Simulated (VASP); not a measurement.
A run of VASP 6.6.1:

INCAR

```
SYSTEM = Mo
ALGO = Normal ; EDIFF = 1E-6
ENCUT = 520 ; GGA = PS
ISIF = 2 ; ISMEAR = 1
LASPH = .TRUE. ; LCHARG = .FALSE.
LREAL = .FALSE. ; LWAVE = .FALSE.
NBANDS = 13 ; NELM = 80
PREC = Accurate ; SIGMA = 0.1
```

KPOINTS

```
k-points
0
G
  12 12 11
  0 0 0
```

Contents of POSCAR:

```
Mo
1.0
    2.7536264882      0.0000000000      0.0000000000
   -1.3768132441      2.3847103380      0.0000000000
    0.0000000000      0.0000000000      2.5721032216
Mo
1
Direct
    0.0000000000      0.0000000000      0.5000000000
```

Potentials or basis: VASP PAW PBE potentials, release 64 (Mo_sv).

Run with:

```sh
$ cat potpaw_PBE.64/Mo_sv/POTCAR > POTCAR
$ mpirun -np 1 vasp_std > vasp.out
```

Hardware: 1 thread of Intel Xeon 8259CL (shared host).

Task: How long does it take, and how much memory?

Result: Run time: 24 s on 1 thread of Intel Xeon 8259CL, with other jobs on the host, peak memory 0.14 GiB. Counts: scf iterations 11, k points 114.
